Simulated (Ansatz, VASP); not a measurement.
Pt in VASP and in Ansatz

```
Pt
1.0
    -1.56949    1.56949    1.56949
     1.56949   -1.56949    1.56949
     1.56949    1.56949   -1.56949
Pt
1
Direct
  0.00000 0.00000 0.00000
```

Alike in both runs: functional r2SCAN; k mesh 18 × 18 × 18; occupations gaussian, width 0.1 eV; no spin polarisation.

Ansatz relaxed the structure, and its values are those at the end. VASP's run is a single point on that final structure, the one shown.

|  | VASP | Ansatz |
| --- | --- | --- |
| version | VASP 6.6.1 | Ansatz 0.2.0 |
| potentials or method | VASP PAW PBE potentials, release 64 (Pt), cutoff 520 eV | scalar-relativistic, plane waves, PAW |
| valence electrons in the cell | 10 | 18 |

|  | VASP | Ansatz | Ansatz less VASP |
| --- | --- | --- | --- |
| gap on the k mesh at the Fermi level (eV) | none | none | - |
| pressure (GPa) | 0.6 | 0.0 | -0.63 |

VASP's potentials were made for PBE, not for r2SCAN. A gap of «none» marks a metal or a gap that the smearing closes. VASP's potentials hold 10 valence electrons a cell and Ansatz's 18, so a difference there can come from the potentials and not from the codes.

Neither program's run includes spin-orbit coupling.
